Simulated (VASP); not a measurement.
# SnTe3: single point with r2SCAN

The system is SnTe3.

```
CELL_PARAMETERS angstrom
0.00000 3.86122 3.86122
3.86122 0.00000 3.86122
3.86122 3.86122 0.00000
ATOMIC_POSITIONS crystal
Te 0.50000 0.50000 0.50000
Te 0.75000 0.75000 0.75000
Te 0.25000 0.25000 0.25000
Sn 0.00000 0.00000 0.00000
```

```yaml
Program: VASP 6.6.1
Task: single point
Functional: r2SCAN
Potentials_or_basis: VASP PAW PBE potentials, release 64 (Te, Sn_d)
Cutoff: 520 eV
k_mesh: 6 × 6 × 6
Occupations: fermi-dirac, width 0.05 eV
Spin: no spin polarisation
Dipole_correction: no
Further_INCAR_settings: ALGO = Normal; EDIFF = 1e-06; NBANDS = 24
```

```json
{
 "Pressure": "0.0 GPa",
 "Band gap on the k mesh": "zero (band 16 reaches 8.03 eV, above the bottom of band 17 at 5.69 eV)"
}
```

Levels at points of the mesh, in eV from the Fermi level:
| k point | band 12 | band 13 | band 14 | band 15 | band 16 | band 17 | band 18 | band 19 | band 20 | band 21 |
| --- | --- | --- | --- | --- | --- | --- | --- | --- | --- | --- |
| (0.00, 0.00, 0.00) | -3.48 | -3.44 | -3.44 | -3.44 | -1.94 | -1.94 | -1.94 | 3.55 | 3.55 | 4.31 |
| (0.50, 0.00, 0.00) | -3.57 | -3.57 | -2.11 | -1.97 | 0.41 | 0.41 | 1.33 | 1.98 | 1.98 | 3.55 |
| (0.50, 0.50, 0.00) | -1.51 | -0.86 | -0.69 | -0.69 | -0.04 | 0.13 | 0.13 | 2.24 | 3.54 | 3.54 |

Wall time 120 s on 1 thread of Intel(R) Xeon(R) Platinum 8488C (Sapphire Rapids), with other jobs on the host, peak memory 0.3 GiB.

Caveat: the PAW data sets were made with another functional, which shifts forces and pressure a little; spin-orbit coupling is left out, which moves the levels of the heavy elements.
